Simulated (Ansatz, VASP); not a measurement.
**Co: VASP beside Ansatz**

The input INCAR:

```
ALGO     = Normal         # electronic algorithm
EDIFF    = 1E-6           # SCF threshold, eV
ENCUT    = 600            # plane-wave cutoff, eV
GGA      = PE             # functional
GGA_COMPAT= False        
ISIF     = 2              # what is computed and relaxed
ISMEAR   = -1             # smearing method
ISPIN    = 2              # spin polarisation
LASPH    = True           # aspherical terms in the spheres
LCHARG   = True           # write CHGCAR
LDAU     = True           # DFT+U
LDAUJ    = 0            
LDAUL    = 2              # shell
LDAUPRINT= 1            
LDAUTYPE = 2            
LDAUU    = 2.7            # U, eV
LELF     = True           # ELF
LMAXMIX  = 4              # l up to which the mixer works
LORBIT   = 11             # projections on sites
LREAL    = False          # projectors in reciprocal space
LVHAR    = True         
LWAVE    = False          # write WAVECAR
MAGMOM   = 3 3            # initial moments
NBANDS   = 20             # bands
NELM     = 200            # most SCF steps
PREC     = Accurate       # precision mode
SIGMA    = 0.05           # smearing width, eV
```

Contents of KPOINTS:

```
k-points
0
Gamma
  6 12 12
```

Contents of POSCAR:

```
Co
1.0
    0.0000000000      3.5890000000      3.5890000000
    1.7945000000      0.0000000000      1.7945000000
    1.7945000000      1.7945000000      0.0000000000
Co
2
Direct
    0.0000000000      0.0000000000      0.0000000000
    0.5000000000      0.0000000000      0.0000000000
```

Input for Ansatz:

```yaml
crystal:
  lattice:
    - [0.0, 3.589, 3.589]
    - [1.7945, 0.0, 1.7945]
    - [1.7945, 1.7945, 0.0]
  atoms:
    - { symbol: Co, position: [0.0, 0.0, 0.0], spin: 3.0 }
    - { symbol: Co, position: [0.5, 0.0, 0.0], spin: 3.0 }
magnetization:
  spin_polarized: true
hamiltonian:
  xc: pbe
  pseudopotentials: { kind: paw }
  hubbard: { sites: [{ species: Co, l: d, u_eff: 2.7 }] }
basis:
  ecutwfc: 420
kpoints:
  mp_grid: { grid: [6, 12, 12] }
scf:
  occupations: { method: fermi_dirac, width: 0.05 }
  lower_state_search: "off"
output:
  forces: true
  stress: true
```

Alike in both runs: task single point; functional PBE; k mesh 6 × 12 × 12; occupations fermi-dirac, width 0.05 eV; collinear spin; Hubbard terms Co d U = 2.7 eV.

```csv
,VASP,Ansatz
version,VASP 6.6.1,Ansatz 0.2.0
potentials or method,"VASP PAW PBE potentials, release 64 (Co), cutoff 600 eV","PAW, plane waves, scalar-relativistic"
valence electrons in the cell,18,34
```

VASP gave:

| Item | Value |
| --- | --- |
| pressure (GPa) | -6.0 |
| net moment per atom (μB) | 1.78 |
| size of the moment on the site where the two differ most (μB) | 1.84 |

Problem. Which values does Ansatz return?

Solution. Pressure (GPa): -2.3; net moment per atom (μB): 1.75; size of the moment on the site where the two differ most (μB): 1.85.

Site moments also hang on the region over which each program counts them. The programs project onto different local orbitals, so the same U acts differently, and such runs can settle in different states. VASP's potentials hold 18 valence electrons a cell and Ansatz's 34, so a difference there can come from the potentials and not from the codes. Ansatz's warnings: filled band counts differ across k points.
